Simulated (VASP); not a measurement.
# MgGeSb2 (P-4m2) in VASP: further runs, part 3 of 3

VASP 6.6.1.

## (5) Single point, PBE (34.41 Å³/atom)

This run uses another cell than the first one, of 34.41 Å³/atom.

INCAR reads:

```
SYSTEM = MgGeSb2
ALGO     = Normal         ! electronic algorithm
EDIFF    = 1E-6           ! SCF threshold, eV
ENCUT    = 520            ! plane-wave cutoff, eV
GGA      = PE             ! functional
ISIF     = 2              ! what is computed and relaxed
ISMEAR   = -1             ! smearing method
LASPH    = .True.         ! aspherical terms in the spheres
LCHARG   = .True.         ! write CHGCAR
LELF     = .True.         ! ELF
LREAL    = .False.        ! projectors in reciprocal space
LVHAR    = .True.       
LWAVE    = .False.        ! write WAVECAR
NBANDS   = 21             ! bands
NELM     = 60             ! most SCF steps
PREC     = Accurate       ! precision mode
SIGMA    = 0.02           ! smearing width, eV
```

KPOINTS reads:

```
k-points
0
Gamma
  6 6 4
  0 0 0
```

POSCAR reads:

```
MgGeSb2
1.0
    4.5536110972      0.0000000000      0.0000000000
    0.0000000000      4.5536110972      0.0000000000
    0.0000000000      0.0000000000      6.6387121549
Mg Sb Ge
1 2 1
Direct
    0.0000000000      0.0000000000      0.0000000000
    0.0000000000      0.5000000000      0.2589925260
    0.5000000000      0.0000000000      0.7410074740
    0.5000000000      0.5000000000      0.5000000000
```

Potentials or basis: VASP PAW PBE potentials, release 64 (Mg, Sb, Ge_d).

Started as:

```console
$ cat potpaw_PBE.64/Mg/POTCAR potpaw_PBE.64/Sb/POTCAR potpaw_PBE.64/Ge_d/POTCAR > POTCAR
$ mpirun -np 1 vasp_std > vasp.out
```

OUTCAR:

```text
SYSTEM = MgGeSb2
   EDIFF = 1E-6
   ENCUT = 520
   GGA = PE
   ISIF = 2
   ISMEAR = -1
   LASPH = .True.
   LREAL = .False.
   NELM = 60
   PREC = Accurate

 ion  position               nearest neighbor table
   1  0.000  0.000  0.000-   2 2.85   3 2.85   2 2.85   3 2.85
   2  0.000  0.500  0.259-   4 2.78   4 2.78   1 2.85   1 2.85
   3  0.500  0.000  0.741-   4 2.78   4 2.78   1 2.85   1 2.85
   4  0.500  0.500  0.500-   2 2.78   3 2.78   3 2.78   2 2.78

  LATTYP: Found a simple tetragonal cell.
 ALAT       =     4.5536110972
 C/A-ratio  =     1.4579005570

  Lattice vectors:

 A1 = (   4.5536110972,   0.0000000000,   0.0000000000)
 A2 = (   0.0000000000,   4.5536110972,   0.0000000000)
 A3 = (   0.0000000000,   0.0000000000,   6.6387121549)

Analysis of symmetry for initial positions (statically):
=====================================================================
 Subroutine PRICEL returns:
 Original cell was already a primitive cell.

 Routine SETGRP: Setting up the symmetry group for a
 simple tetragonal supercell.

 Subroutine GETGRP returns: Found  8 space group operations
 (whereof  8 operations were pure point group operations)
 out of a pool of 16 trial point group operations.

The static configuration has the point symmetry D_2d.

Analysis of symmetry for dynamics (positions and initial velocities):
=====================================================================
 Subroutine PRICEL returns:
 Original cell was already a primitive cell.

 Routine SETGRP: Setting up the symmetry group for a
 simple tetragonal supercell.

 Subroutine GETGRP returns: Found  8 space group operations
 (whereof  8 operations were pure point group operations)
 out of a pool of 16 trial point group operations.

The dynamic configuration has the point symmetry D_2d.

 Subroutine INISYM returns: Found  8 space group operations
 (whereof  8 operations are pure point group operations),
 and found     1 'primitive' translations

[... 120 lines left out ...]
  Fermi-wavevector in a.u.,A,eV,Ry     =   0.939292  1.775005 12.004010  0.882270
  Thomas-Fermi vector in A             =   2.066590
   LORBIT       =      0    0 simple, 1 ext, 2 COOP (PROOUT), +10 PAW based schemes
   GGA     = PE    functional components
   LHFCALC =     F    Hartree Fock is set to
   AEXX    =    0.0000 exact exchange contribution
   IVDW    =     0    specifies the selected vdW correction
   LEPSILON=     F    determine dielectric tensor
   LRPA    =     F    only Hartree local field effects (RPA)
 non-spin polarized calculation
  energy-cutoff  :      520.00
  volume of cell :      137.66
 maximum number of plane-waves:      3730
 NGX is ok and might be reduce to    36
   NGX = 17   NGY = 17   NGZ = 25

 number of electron      25.9999980 magnetization

 Free energy of the ion-electron system (eV)
  ---------------------------------------------------
  ext. energy  EPLUGINS =         0.00000000
  ---------------------------------------------------
  free energy    TOTEN  =       -14.34717115 eV

  energy without entropy =      -14.34497231  energy(sigma->0) =      -14.34607173

 E-fermi :   3.1369     XC(G=0):  -8.1059

 val. band max:        3.0230042333   @ k =   0.3333   0.0000   0.0000
 cond. band min:       3.1546825196   @ k =   0.1667   0.0000   0.0000
 fundamental gap:      0.1316782863
 Fermi energy:         3.1369494936

 k-point     1 :       0.0000    0.0000    0.0000
  band No.  band energies     occupation
      1     -21.7442      2.00000
      2     -21.7442      2.00000
      3     -21.7421      2.00000
      4     -21.7381      2.00000
      5     -21.7289      2.00000
      6      -7.6860      2.00000
[... 565 lines left out ...]
     20       9.3402      0.00000
     21       9.5537      0.00000

 [... further k-points ...]

------------------------ aborting loop because EDIFF is reached ----------------------------------------

  FORCE on cell =-STRESS in cart. coord.  units (eV):
  Direction    XX          YY          ZZ          XY          YZ          ZX
  --------------------------------------------------------------------------------------
  -------------------------------------------------------------------------------------
  Total       -1.6366206     -1.6366206     -1.7528172      0.0000000      0.0000000      0.0000000
  in kB      -19.0485923    -19.0485923    -20.4010023      0.0000000      0.0000000      0.0000000
  external PRESSURE =     -19.4993957 kB  Pullay stress =       0.0000000 kB

 VOLUME and BASIS-vectors are now :
 -----------------------------------------------------------------------------
  energy-cutoff  :      520.00
  volume of cell :      137.66
      direct lattice vectors                 reciprocal lattice vectors
     4.553611097  0.000000000  0.000000000     0.219605930  0.000000000  0.000000000
     0.000000000  4.553611097  0.000000000     0.000000000  0.219605930  0.000000000
     0.000000000  0.000000000  6.638712155     0.000000000  0.000000000  0.150631625

 POSITION                                       TOTAL-FORCE (eV/Angst)
 -----------------------------------------------------------------------------------
      0.00000      0.00000      0.00000         0.000000      0.000000      0.000000
      0.00000      2.27681      1.71938         0.000000     -0.000000      0.047768
      2.27681      0.00000      4.91934         0.000000      0.000000     -0.047768
      2.27681      2.27681      3.31936        -0.000000      0.000000      0.000000
 -----------------------------------------------------------------------------------
    total drift:                                0.000000      0.000000      0.000000

  FREE ENERGIE OF THE ION-ELECTRON SYSTEM (eV)
  ---------------------------------------------------
  free  energy   TOTEN  =       -14.3471711492 eV

  energy  without entropy=      -14.3449723092  energy(sigma->0) =      -14.34607173
```

Wall time 40 s (1 thread of Intel Xeon 6975P-C (Granite Rapids), shared host); peak memory 0.29 GiB.

Results:

```
Free energy            : -14.3472 eV
Pressure               : -1.9 GPa
Largest force          : 0.048 eV/Å
Band gap on the k mesh : zero (bands 13 and 14 overlap by 0.24 eV)
```

Forces on the atoms (eV/Å):
```
Mg   0.000  0.000  0.000
Sb   0.000  0.000  0.048
Sb   0.000  0.000 -0.048
Ge   0.000  0.000  0.000
```

Caveat: spin-orbit coupling is left out, which moves the levels of the heavy elements.

## (6) Single point, r2SCAN (29.58 Å³/atom)

This run uses another cell than the first one, of 29.58 Å³/atom.

POSCAR reads:

```
MgGeSb2
1.0
    4.3125407050      0.0000000000      0.0000000000
    0.0000000000      4.3125407050      0.0000000000
    0.0000000000      0.0000000000      6.3625909507
Mg Sb Ge
1 2 1
Direct
    0.0000000000      0.0000000000      0.0000000000
    0.0000000000      0.5000000000      0.2607511146
    0.5000000000      0.0000000000      0.7392488854
    0.5000000000      0.5000000000      0.5000000000
```

INCAR.step1 reads:

```
SYSTEM = MgGeSb2
ALGO     = Normal         ! electronic algorithm
EDIFF    = 1E-4           ! SCF threshold, eV
ENCUT    = 520            ! plane-wave cutoff, eV
GGA      = PE             ! functional
ISMEAR   = -1             ! smearing method
LASPH    = .True.         ! aspherical terms in the spheres
LCHARG   = .False.        ! write CHGCAR
LREAL    = .False.        ! projectors in reciprocal space
LWAVE    = .True.         ! write WAVECAR
NBANDS   = 21             ! bands
NELM     = 60             ! most SCF steps
PREC     = Accurate       ! precision mode
SIGMA    = 0.02           ! smearing width, eV
```

INCAR.step2 reads:

```
SYSTEM = MgGeSb2
ALGO     = Normal         ! electronic algorithm
EDIFF    = 1E-7           ! SCF threshold, eV
ENCUT    = 520            ! plane-wave cutoff, eV
ISIF     = 2              ! what is computed and relaxed
ISMEAR   = -1             ! smearing method
ISTART   = 1            
LASPH    = .True.         ! aspherical terms in the spheres
LCHARG   = .False.        ! write CHGCAR
LMIXTAU  = .True.       
LREAL    = .False.        ! projectors in reciprocal space
LWAVE    = .False.        ! write WAVECAR
METAGGA  = R2SCAN         ! meta-GGA
NBANDS   = 21             ! bands
NELM     = 60             ! most SCF steps
PREC     = Accurate       ! precision mode
SIGMA    = 0.02           ! smearing width, eV
```

KPOINTS is that of step 5.

Potentials or basis: VASP PAW PBE potentials, release 64 (Mg, Sb, Ge_d).

Started as:

```console
$ cat potpaw_PBE.64/Mg/POTCAR potpaw_PBE.64/Sb/POTCAR potpaw_PBE.64/Ge_d/POTCAR > POTCAR
$ cp INCAR.step1 INCAR
$ mpirun -np 1 vasp_std > vasp.out
$ cp INCAR.step2 INCAR
$ mpirun -np 1 vasp_std > vasp.out
```

Wall time 83 s (1 thread of Intel Xeon 6975P-C (Granite Rapids), shared host); peak memory 0.27 GiB.

It converged, with:

```yaml
Free_energy: -69.6426 eV
Pressure: 3.2 GPa
Largest_force: 0.110 eV/Å
Band_gap_on_the_k_mesh: zero (bands 13 and 14 overlap by 0.29 eV)
```

Forces in eV/Å, atoms in the order of the input:
```
Mg   0.000  0.000  0.000
Sb   0.000  0.000 -0.110
Sb   0.000  0.000  0.110
Ge   0.000  0.000  0.000
```

Stress tensor (GPa, compression positive):
```
3.12 0.00 0.00
0.00 3.12 0.00
0.00 0.00 3.48
```

Levels at points of the mesh, in eV from the Fermi level:
| k point | band 11 | band 12 | band 13 | band 14 | band 15 | band 16 |
| --- | --- | --- | --- | --- | --- | --- |
| (0.00, 0.00, 0.00) | -0.54 | -0.46 | 0.03 | 0.03 | 0.88 | 3.09 |
| (0.50, 0.00, 0.00) | -3.31 | -2.31 | -0.31 | 0.92 | 3.71 | 3.78 |
| (0.50, 0.50, 0.00) | -2.84 | -2.84 | -1.70 | 0.30 | 1.37 | 1.37 |
| (0.00, 0.00, 0.50) | -2.75 | -0.72 | -0.72 | 0.74 | 0.91 | 3.60 |
| (0.50, 0.00, 0.50) | -1.92 | -1.11 | -0.35 | -0.27 | 2.80 | 3.11 |
| (0.50, 0.50, 0.50) | -3.23 | -3.23 | -2.80 | 2.66 | 3.73 | 3.85 |

Caveat: the cell stands under pressure; the PAW data sets were made with another functional, which shifts forces and pressure a little; spin-orbit coupling is left out, which moves the levels of the heavy elements.

## (7) Summary

| level | cell | gap on the mesh (eV) | pressure (GPa) | largest force (eV/Å) |
| --- | --- | --- | --- | --- |
| PBE | a = 4.421, b = 4.421, c = 6.445 Å, 4 atoms | none | 1.3 | 0.04 |
| PBE | a = 4.466, b = 4.466, c = 6.511 Å, 4 atoms | none | 0.0 | 0.01 |
| PBE | a = 4.510, b = 4.510, c = 6.575 Å, 4 atoms | none | -1.0 | 0.02 |
| PBE | a = 4.554, b = 4.554, c = 6.639 Å, 4 atoms | none | -1.9 | 0.05 |
| r2SCAN | a = 4.313, b = 4.313, c = 6.363 Å, 4 atoms | none | 3.2 | 0.11 |

Alike in all rows: task single point; potentials or basis VASP PAW PBE potentials, release 64 (Mg, Sb, Ge_d); no spin polarisation; k mesh 6 × 6 × 4; cutoff (eV) 520; smearing fermi-dirac 0.02 eV.

Caveats: spin-orbit coupling is left out, which moves the levels of the heavy elements; the cell stands under pressure (at least some runs); the PAW data sets were made with another functional, which shifts forces and pressure a little (at least some runs).

Total energies depend on the potentials used, so only differences within one code and one set of settings carry meaning.
